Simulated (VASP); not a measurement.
Wanted: the native input for a VASP 6.6.1 run.

| Quantity | Value |
| --- | --- |
| Task | single point |
| Functional | PBE |
| Potentials or basis | VASP PAW PBE potentials, release 64 (Hg) |
| Cutoff | 520 eV |
| k mesh | 12 × 12 × 12 |
| Occupations | fermi-dirac, width 0.1 eV |
| Spin | no spin polarisation |
| Dipole correction | no |
| Further INCAR settings | ALGO = Normal; EDIFF = 1e-07; NBANDS = 12 |

The structure of Hg lies in POSCAR:

```
Hg
1.0
    0.0000000000      2.4149042845      2.4149042845
    2.4149042845      0.0000000000      2.4149042845
    2.4149042845      2.4149042845      0.0000000000
Hg
1
Direct
    0.0000000000      0.0000000000      0.0000000000
```

The input as run:

INCAR

```
PREC = Accurate
ENCUT = 520
EDIFF = 1E-7
ISMEAR = -1
SIGMA = 0.1
LREAL = F
LASPH = T
NELM = 100
ALGO = Normal
ISIF = 2
LWAVE = F
LCHARG = F
GGA = PE
NBANDS = 12
```

KPOINTS

```
regular mesh
0
Gamma
  12 12 12
```

Potentials or basis: VASP PAW PBE potentials, release 64 (Hg).

Launch:

```sh
$ cat potpaw_PBE.64/Hg/POTCAR > POTCAR
$ mpirun -np 1 vasp_std > vasp.out
```

It gave:

```json
{
 "Pressure": "0.7 GPa",
 "Band gap on the k mesh": "zero (bands 6 and 7 overlap by 0.68 eV)"
}
```

Caveat: spin-orbit coupling is left out, which moves the levels of the heavy elements.

Wall time 42 s on 1 thread of Intel Xeon 8259CL (shared host), peak memory 0.17 GiB.
